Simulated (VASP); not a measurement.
## HgTe: vibrations by perturbation theory with PBEsol

The system is HgTe.

```
CELL_PARAMETERS angstrom
0.00000 3.28298 3.28298
3.28298 0.00000 3.28298
3.28298 3.28298 0.00000
ATOMIC_POSITIONS crystal
Hg 0.00000 0.00000 0.00000
Te 0.75000 0.75000 0.75000
```

* Program: VASP 6.6.1
* Task: vibrations by perturbation theory
* Functional: PBEsol
* Potentials or basis: VASP PAW PBE potentials, release 64 (Hg, Te)
* Cutoff: 520 eV
* k mesh: 12 × 12 × 12
* Occupations: fermi-dirac, width 0.15 eV
* Spin: no spin polarisation
* Dipole correction: no
* Further INCAR settings: ALGO = Normal; EDIFF = 1e-08; NBANDS = 16; IBRION = 8; NSW = 1

```json
{"Highest phonon frequency at Γ, LO-TO splitting left out": "104 cm⁻¹"}
```

Phonon frequencies in cm⁻¹ (negative: imaginary):
```tsv
q point	frequencies
(0.000, 0.000, 0.000)	0 0 0 104 104 104
```

Run time: 33 min on 1 thread of AMD EPYC 7R13 (shared host), peak memory 0.75 GiB.
